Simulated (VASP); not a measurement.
# Ti6H: single point with PBE

Ti6H, a slab with vacuum:

```
CELL_PARAMETERS angstrom
2.93816 0.00000 0.00000
0.00000 4.65047 0.00000
0.00000 0.00000 21.28422
ATOMIC_POSITIONS crystal
Ti 0.00000 0.75000 0.18793
Ti 0.50000 0.25000 0.22778
Ti 0.50000 0.75000 0.30748
Ti 0.00000 0.25000 0.34613
Ti 0.00000 0.71170 0.42738
Ti 0.50000 0.22906 0.45943
H 0.00000 0.41667 0.50137
```

```
Program             : VASP 6.6.1
Task                : single point
Functional          : PBE
Potentials or basis : VASP PAW PBE potentials, release 64 (Ti_sv, H)
Cutoff              : 520 eV
k mesh              : 9 × 6 × 1
Occupations         : gaussian, width 0.1 eV
Spin                : no spin polarisation
```

* Largest force: 0.371 eV/Å
* Band gap on the k mesh: zero (an odd number of electrons rules out a gap without spin polarisation)

Forces in eV/Å, atoms in the order of the input:
```
Ti   0.000 -0.006  0.334
Ti   0.000 -0.010  0.064
Ti   0.000  0.058 -0.202
Ti   0.000 -0.324 -0.180
Ti   0.000 -0.003  0.001
Ti   0.000 -0.017  0.002
H    0.000  0.303 -0.019
```

Levels at points of the mesh, in eV from the Fermi level:
```
           k point  band 35  band 36  band 37  band 38  band 39  band 40
(0.00, 0.00, 0.00)    -0.11     0.20     0.53     0.56     0.78     0.80
(0.00, 0.50, 0.00)    -0.14     0.01     0.14     0.26     0.39     0.55
```

It took 17 min on 1 thread of Intel Xeon 8259CL (shared host), peak memory 0.46 GiB.
